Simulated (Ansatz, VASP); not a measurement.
**Two plane-wave programs on Al**

```
CELL_PARAMETERS angstrom
0.00000 2.02068 2.02068
2.02068 0.00000 2.02068
2.02068 2.02068 0.00000
ATOMIC_POSITIONS crystal
Al 0.00000 0.00000 0.00000
```

Alike in both runs: task single point; functional PBE; k mesh 22 × 22 × 22; occupations fermi-dirac, width 0.05 eV; no spin polarisation.

```csv
,VASP,Ansatz
version,VASP 6.6.1,Ansatz 0.2.0
potentials or method,"VASP PAW PBE potentials, release 64 (Al)","PAW with Ansatz's default frozen-core files, scalar-relativistic"
plane-wave cutoff (eV),520,420
valence electrons in the cell,3,3
```

```csv
,VASP,Ansatz,Ansatz less VASP
pressure (GPa),0.0,0.0,+0.04
```
